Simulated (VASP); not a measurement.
# MnO (Fm-3m) in VASP: single point with PBE

Aim: the single point of MnO with PBE.

All numbers are computed with VASP 6.6.1; they aren't measurements. Logs are shortened: lines on timing, memory, paths and dates and some standing lists are left out, and cuts for length are marked.

### 1 The cell of the first run

It takes space group Fm-3m (No. 225, cubic). Conventional cell: a = 4.402 Å, b = 4.402 Å, c = 4.402 Å, α = 90.00°, β = 90.00°, γ = 90.00°. Within 2.9 Å of Mn (site symmetry m-3m) lie 6 O at 2.20 Å. O (site symmetry m-3m) has 6 Mn at 2.20 Å within 2.9 Å.

### 2 Single point, PBE, collinear spin, ferromagnetic start

Contents of POSCAR:

```
MnO
1.0
    4.4022565100      2.2011282600      2.2011282600
    2.2011282600      4.4022565100      2.2011282600
    2.2011282600      2.2011282600      4.4022565100
Mn O
2 2
Direct
    0.0000000000      0.0000000000      0.0000000000
    0.5000000000      0.5000000000      0.5000000000
    0.2500000000      0.2500000000      0.2500000000
    0.7500000000      0.7500000000      0.7500000000
```

Contents of INCAR.step1:

```
SYSTEM = MnO
  PREC = Accurate
  ENCUT = 520
  EDIFF = 1E-6
  ISMEAR = -1
  SIGMA = 0.1
  LREAL = .FALSE.
  LASPH = .TRUE.
  NELM = 200
  ALGO = Normal
  ISIF = 2
  LWAVE = .FALSE.
  LCHARG = .TRUE.
  ISPIN = 2
  MAGMOM = 5 5 0 0
  LMAXMIX = 4
  GGA = PE
  NBANDS = 31
  GGA_COMPAT = .FALSE.
  NEDOS = 2001
  LORBIT = 11
```

Contents of KPOINTS.step1:

```
regular mesh
0
G
  7 7 7
  0 0 0
```

Contents of INCAR.step2:

```
SYSTEM = MnO
  PREC = Accurate
  ENCUT = 520
  EDIFF = 1E-6
  ISMEAR = -5
  SIGMA = 0.1
  LREAL = .FALSE.
  LASPH = .TRUE.
  NELM = 200
  ALGO = Normal
  ISIF = 2
  LWAVE = .FALSE.
  LCHARG = .FALSE.
  ISPIN = 2
  MAGMOM = 5 5 0 0
  LORBIT = 11
  LMAXMIX = 4
  GGA = PE
  NBANDS = 31
  NEDOS = 2001
  ICHARG = 11
  GGA_COMPAT = .FALSE.
```

Contents of KPOINTS.step2:

```
regular mesh
0
G
  11 11 11
  0 0 0
```

Potentials or basis: VASP PAW PBE potentials, release 64 (Mn_pv, O).

Run with:

```bash
> cat potpaw_PBE.64/Mn_pv/POTCAR potpaw_PBE.64/O/POTCAR > POTCAR
> cp INCAR.step1 INCAR
> cp KPOINTS.step1 KPOINTS
> mpirun -np 1 vasp_std > vasp.out
> cp INCAR.step2 INCAR
> cp KPOINTS.step2 KPOINTS
> mpirun -np 1 vasp_std > vasp.out
```

OUTCAR:

```text
SYSTEM = MnO
   PREC = Accurate
   ENCUT = 520
   EDIFF = 1E-6
   ISMEAR = -5
   LREAL = .FALSE.
   LASPH = .TRUE.
   NELM = 200
   ISIF = 2
   ISPIN = 2
   LORBIT = 11
   GGA = PE
   ICHARG = 11

 ion  position               nearest neighbor table
   1  0.000  0.000  0.000-   4 2.20   4 2.20   3 2.20   3 2.20   4 2.20   3 2.20   2 3.11   2 3.11
                             2 3.11   2 3.11   2 3.11   2 3.11
   2  0.500  0.500  0.500-   3 2.20   3 2.20   4 2.20   4 2.20   3 2.20   4 2.20   1 3.11   1 3.11
                             1 3.11   1 3.11   1 3.11   1 3.11
   3  0.250  0.250  0.250-   1 2.20   1 2.20   2 2.20   2 2.20   1 2.20   2 2.20
   4  0.750  0.750  0.750-   2 2.20   2 2.20   1 2.20   1 2.20   2 2.20   1 2.20

  LATTYP: Found a trigonal (rhomboedric) cell.
 ALAT       =     5.3916410873
 COS(alpha) =     0.8333333343

  Lattice vectors:

 A1 = (   4.4022565100,   2.2011282600,   2.2011282600)
 A2 = (   2.2011282600,   4.4022565100,   2.2011282600)
 A3 = (   2.2011282600,   2.2011282600,   4.4022565100)

Analysis of symmetry for initial positions (statically):
=====================================================================
 Subroutine PRICEL returns following result:

  LATTYP: Found a face centered cubic cell.
 ALAT       =     4.4022565000

  Lattice vectors:

 A1 = (   0.0000000000,  -2.2011282500,   2.2011282500)
 A2 = (  -2.2011282500,   0.0000000000,   2.2011282500)
 A3 = (  -2.2011282550,  -2.2011282550,  -0.0000000050)

   2 primitive cells build up your supercell.

 Routine SETGRP: Setting up the symmetry group for a
 trigonal (rhombohedral) supercell.

 Subroutine GETGRP returns: Found 12 space group operations
 (whereof 12 operations were pure point group operations)
 out of a pool of 12 trial point group operations.

The static configuration has the point symmetry D_3d.

Analysis of symmetry for dynamics (positions and initial velocities):
=====================================================================
 Subroutine PRICEL returns following result:

  LATTYP: Found a face centered cubic cell.
 ALAT       =     4.4022565000

  Lattice vectors:

 A1 = (   0.0000000000,  -2.2011282500,   2.2011282500)
 A2 = (  -2.2011282500,   0.0000000000,   2.2011282500)
 A3 = (  -2.2011282550,  -2.2011282550,  -0.0000000050)

   2 primitive cells build up your supercell.

 Routine SETGRP: Setting up the symmetry group for a
 trigonal (rhombohedral) supercell.

 Subroutine GETGRP returns: Found 12 space group operations
 (whereof 12 operations were pure point group operations)
 out of a pool of 12 trial point group operations.

The dynamic configuration has the point symmetry D_3d.

Analysis of structural, dynamic, and magnetic symmetry:
=====================================================================
 Subroutine PRICEL returns following result:

  LATTYP: Found a face centered cubic cell.
 ALAT       =     4.4022565000

  Lattice vectors:

 A1 = (   0.0000000000,  -2.2011282500,   2.2011282500)
 A2 = (  -2.2011282500,   0.0000000000,   2.2011282500)
 A3 = (  -2.2011282550,  -2.2011282550,  -0.0000000050)

   2 primitive cells build up your supercell.

 Routine SETGRP: Setting up the symmetry group for a
 trigonal (rhombohedral) supercell.

 Subroutine GETGRP returns: Found 12 space group operations
 (whereof 12 operations were pure point group operations)
 out of a pool of 12 trial point group operations.

The overall configuration has the point symmetry D_3d.

 Subroutine INISYM returns: Found 12 space group operations
 (whereof 12 operations are pure point group operations),
 and found     2 'primitive' translations

----------------------------------------------------------------------------------------

                                     Primitive cell

  volume of cell :      21.3288

  direct lattice vectors                    reciprocal lattice vectors
     0.000000000 -2.201128250  2.201128250     0.227156232 -0.227156233  0.227156232
    -2.201128250  0.000000000  2.201128250    -0.227156233  0.227156232  0.227156232
    -2.201128255 -2.201128255 -0.000000005    -0.227156231 -0.227156231 -0.227156231

  length of vectors
     3.112865424  3.112865424  3.112865431     0.393446135  0.393446135  0.393446134

  position of ions in fractional coordinates (direct lattice)
     0.000000000  0.000000000  0.000000000
     0.500000000  0.500000000  0.500000000

  ion indices of the primitive-cell ions
   primitive index   ion index
                 1           1
                 2           3

----------------------------------------------------------------------------------------

 KPOINTS: regular mesh

Automatic generation of k-mesh.
 Grid dimensions read from file:
 generate k-points for:   11   11   11

 Generating k-lattice:

  Cartesian coordinates                     Fractional coordinates (reciprocal lattice)
     0.030975850 -0.010325283 -0.010325283     0.090909091  0.000000000  0.000000000
    -0.010325283  0.030975850 -0.010325283     0.000000000  0.090909091  0.000000000
    -0.010325283 -0.010325283  0.030975850     0.000000000  0.000000000  0.090909091

  Length of vectors
     0.034245091  0.034245091  0.034245091

  Shift w.r.t. Gamma in fractional coordinates (k-lattice)
     0.000000000  0.000000000  0.000000000

 TETIRR: Found    671 inequivalent tetrahedra from     7986

 Subroutine IBZKPT returns following result:
 ===========================================

 Found    146 irreducible k-points:

 Following reciprocal coordinates:
            Coordinates               Weight
  0.000000  0.000000  0.000000      1.000000
  0.090909  0.000000  0.000000      6.000000
  0.181818  0.000000  0.000000      6.000000
  0.272727 -0.000000 -0.000000      6.000000
  0.363636  0.000000  0.000000      6.000000
  0.454545  0.000000  0.000000      6.000000
[... 16 lines left out ...]
 -0.272727  0.181818  0.000000     12.000000
 -0.181818  0.181818  0.000000      6.000000
 [... further k-points ...]
   k-points           NKPTS =    146   k-points in BZ     NKDIM =    146   number of bands    NBANDS=     31
   number of dos      NEDOS =   2001   number of ions     NIONS =      4
   total plane-waves  NPLWV =  64000
   dimension x,y,z NGX =    40 NGY =   40 NGZ =   40
   dimension x,y,z NGXF=    80 NGYF=   80 NGZF=   80
   ions per type =               2   2
   NGX,Y,Z   is equivalent  to a cutoff of  12.33, 12.33, 12.33 a.u.
   NGXF,Y,Z  is equivalent  to a cutoff of  24.67, 24.67, 24.67 a.u.
 SYSTEM =  MnO
   PREC   = accura    normal or accurate (medium, high low for compatibility)
   ISTART =      0    job   : 0-new  1-cont  2-samecut
   ICHARG =     11    charge: 1-file 2-atom 10-const
   ISPIN  =      2    spin polarized calculation?
   LNONCOLLINEAR =      F non collinear calculations
   LSORBIT =      F    spin-orbit coupling
   LASPH  =      T    aspherical Exc in radial PAW
   ENCUT  =  520.0 eV  38.22 Ry    6.18 a.u.  10.02 10.02 10.02*2*pi/ulx,y,z
   NELM   =    200;   NELMIN=  2; NELMDL=  0     # of ELM steps
   EDIFF  = 0.1E-05   stopping-criterion for ELM
   LREAL  =      F    real-space projection
[... 7 lines left out ...]
   TEBEG  =    0.0;   TEEND  =   0.0 temperature during run
   PSTRESS=    0.0 pullay stress
   NELECT =      38.0000    total number of electrons
   NUPDOWN=      -1.0000    fix difference up-down
   EMIN   =  10.00;   EMAX   =-10.00  energy-range for DOS
   EFERMI =   0.00;   METHOD = LEGACY
   ISMEAR =    -5;   SIGMA  =   0.10  broadening in eV -4-tet -1-fermi 0-gaus
   EFERMI_NEDOS =   21; number of points for ismear=-14 and -15
   IALGO  =     38    algorithm
   IMIX   =      4    mixing-type and parameters
     AMIX     =   0.40;   BMIX     =  1.00
     AMIX_MAG =   1.60;   BMIX_MAG =  1.00
  volume/ion in A,a.u.               =      10.66        71.97
  Fermi-wavevector in a.u.,A,eV,Ry     =   1.575206  2.976708 33.759781  2.481274
  Thomas-Fermi vector in A             =   2.676225
   LORBIT       =     11    0 simple, 1 ext, 2 COOP (PROOUT), +10 PAW based schemes
   GGA     = PE    functional components
   LHFCALC =     F    Hartree Fock is set to
   AEXX    =    0.0000 exact exchange contribution
   IVDW    =     0    specifies the selected vdW correction
   LEPSILON=     F    determine dielectric tensor
   LRPA    =     F    only Hartree local field effects (RPA)
 spin polarized calculation
 Fermi weights with tetrahedron method with Bloechl corrections
  energy-cutoff  :      520.00
  volume of cell :       42.66
 maximum number of plane-waves:      1162

 number of electron      38.0000010 magnetization       9.3232875

 Free energy of the ion-electron system (eV)
  ---------------------------------------------------
  ext. energy  EPLUGINS =         0.00000000
  ---------------------------------------------------
  free energy    TOTEN  =       -32.78915521 eV

  energy without entropy =      -32.78915521  energy(sigma->0) =      -32.78915521

 E-fermi :   7.9130     XC(G=0): -12.0379

 val. band max:        8.0255897130   @ k =   0.1818   0.1818   0.1818
 cond. band min:       7.8808610679   @ k =  -0.4545   0.1818   0.0909
 fundamental gap:     -0.1447286451
 Fermi energy:         7.9130410865

 spin component 1

 k-point     1 :       0.0000    0.0000    0.0000
  band No.  band energies     occupation
      1     -42.5152      1.00000
      2     -42.4515      1.00000
      3     -42.4515      1.00000
      4     -42.4429      1.00000
      5     -42.4422      1.00000
      6     -42.4422      1.00000
[... 23 lines left out ...]
     30      21.9777      0.00000
     31      24.4942      0.00000

 k-point     2 :       0.0909    0.0000    0.0000
  band No.  band energies     occupation
      1     -42.5130      1.00000
      2     -42.4555      1.00000
      3     -42.4524      1.00000
      4     -42.4468      1.00000
      5     -42.4437      1.00000
      6     -42.4435      1.00000
[... 740 lines left out ...]
 k-point    24 :      -0.1818    0.1818    0.0000
  band No.  band energies     occupation
      1     -42.4957      1.00000
      2     -42.4817      1.00000
      3     -42.4816      1.00000
      4     -42.4640      1.00000
      5     -42.4589      1.00000
      6     -42.4471      1.00000
[... 23 lines left out ...]
     30      19.2984      0.00000
     31      19.9963      0.00000

 [... further k-points ...]

 spin component 2

 k-point     1 :       0.0000    0.0000    0.0000
  band No.  band energies     occupation
      1     -37.9582      1.00000
      2     -37.8772      1.00000
      3     -37.8772      1.00000
      4     -37.8662      1.00000
      5     -37.8662      1.00000
      6     -37.8661      1.00000
[... 23 lines left out ...]
     30      22.5850      0.00000
     31      25.8978      0.00000

 k-point     2 :       0.0909    0.0000    0.0000
  band No.  band energies     occupation
      1     -37.9554      1.00000
      2     -37.8823      1.00000
      3     -37.8783      1.00000
      4     -37.8722      1.00000
      5     -37.8678      1.00000
      6     -37.8671      1.00000
[... 740 lines left out ...]
 k-point    24 :      -0.1818    0.1818    0.0000
  band No.  band energies     occupation
      1     -37.9324      1.00000
      2     -37.9164      1.00000
      3     -37.9152      1.00000
      4     -37.8931      1.00000
      5     -37.8866      1.00000
      6     -37.8712      1.00000
[... 23 lines left out ...]
     30      20.9137      0.00000
     31      21.4722      0.00000

 [... further k-points ...]
[... 5 lines left out ...]
  --------------------------------------------------------------------------------------
  -------------------------------------------------------------------------------------
  Total        1.7075316      1.7075316      1.7075316     -0.0060340     -0.0060340     -0.0060340
  in kB       64.1332564     64.1332564     64.1332564     -0.2266326     -0.2266326     -0.2266326
  external PRESSURE =      64.1332564 kB  Pullay stress =       0.0000000 kB

 VOLUME and BASIS-vectors are now :
 -----------------------------------------------------------------------------
  energy-cutoff  :      520.00
  volume of cell :       42.66
      direct lattice vectors                 reciprocal lattice vectors
     4.402256510  2.201128260  2.201128260     0.340734348 -0.113578116 -0.113578116
     2.201128260  4.402256510  2.201128260    -0.113578116  0.340734348 -0.113578116
     2.201128260  2.201128260  4.402256510    -0.113578116 -0.113578116  0.340734348

 POSITION                                       TOTAL-FORCE (eV/Angst)
 -----------------------------------------------------------------------------------
      0.00000      0.00000      0.00000         0.000000      0.000000      0.000000
      4.40226      4.40226      4.40226         0.000000      0.000000      0.000000
      2.20113      2.20113      2.20113        -0.000000     -0.000000     -0.000000
      6.60338      6.60338      6.60338        -0.000000     -0.000000     -0.000000
 -----------------------------------------------------------------------------------
    total drift:                                0.000000     -0.000000     -0.000000

  FREE ENERGIE OF THE ION-ELECTRON SYSTEM (eV)
  ---------------------------------------------------
  free  energy   TOTEN  =       -32.7891552060 eV

  energy  without entropy=      -32.7891552060  energy(sigma->0) =      -32.78915521

 total charge

# of ion       s       p       d       tot
------------------------------------------
    1        0.207   6.185   4.993  11.385
    2        0.207   6.185   4.993  11.385
    3        1.562   3.429   0.000   4.991
    4        1.562   3.429   0.000   4.991
--------------------------------------------------
tot          3.537  19.229   9.986  32.751

 magnetization (x)

# of ion       s       p       d       tot
------------------------------------------
    1        0.033   0.026   4.223   4.283
    2        0.033   0.026   4.223   4.283
    3        0.031   0.169   0.000   0.200
    4        0.031   0.169   0.000   0.200
--------------------------------------------------
tot          0.128   0.391   8.447   8.965
```

Wall time 15 min (1 thread of Oxide Virtual Turin-like, shared host); peak memory 0.42 GiB.

What came out:

- Net moment: 9.32 μB per cell
- Site moments: Mn +4.28; O +0.20 μB
- Valence electrons inside the program's atomic spheres: Mn 11.38; O 4.99

Levels at points of the mesh, in eV from the Fermi level:
Spin up:
```
           k point  band 20  band 21  band 22  band 23  band 24  band 25  band 26  band 27  band 28  band 29
(0.00, 0.00, 0.00)    -2.30    -2.30    -1.85    -0.39     0.28     0.28     3.55     7.98    12.08    12.08
```
Spin down:
```
           k point  band 11  band 12  band 13  band 14  band 15  band 16  band 17  band 18
(0.00, 0.00, 0.00)    -5.08    -3.54    -3.53    -3.53     0.63     0.63     0.63     0.88
```

Caveat: semilocal functionals often make such compounds metallic where correlation or magnetic order opens a gap, which also shifts bond lengths; the run started ferromagnetic, and an antiferromagnetic order may lie lower in energy.
